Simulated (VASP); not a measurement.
A run of VASP 6.6.1:

File INCAR:

```
SYSTEM = Ir
PREC = Accurate
ENCUT = 500
EDIFF = 1E-6
ISMEAR = 1
SIGMA = 0.1
LREAL = .FALSE.
LASPH = .TRUE.
NELM = 120
ALGO = Normal
ISIF = 2
LWAVE = .FALSE.
LCHARG = .FALSE.
GGA = PE
NBANDS = 10
GGA_COMPAT = .FALSE.
```

Contents of KPOINTS:

```
Automatic mesh
0
G
  21 21 21
  0 0 0
```

The input POSCAR:

```
Ir
1.0
   -1.4851135203      1.4851135203      1.4851135203
    1.4851135203     -1.4851135203      1.4851135203
    1.4851135203      1.4851135203     -1.4851135203
Ir
1
Direct
    0.0000000000      0.0000000000      0.0000000000
```

Potentials or basis: VASP PAW PBE potentials, release 64 (Ir).

Run with:

```bash
$ cat potpaw_PBE.64/Ir/POTCAR > POTCAR
$ mpirun -np 1 vasp_std > vasp.out
```

Hardware: 1 thread of AMD EPYC 9R45 96-Core Processor (Zen 5) (shared host).

Question: Estimate the wall time of this run.

Answer: Wall time 13 s on 1 thread of AMD EPYC 9R45 96-Core Processor (Zen 5), on a shared host, peak memory 0.13 GiB. Counts: scf iterations 12, k points 286.
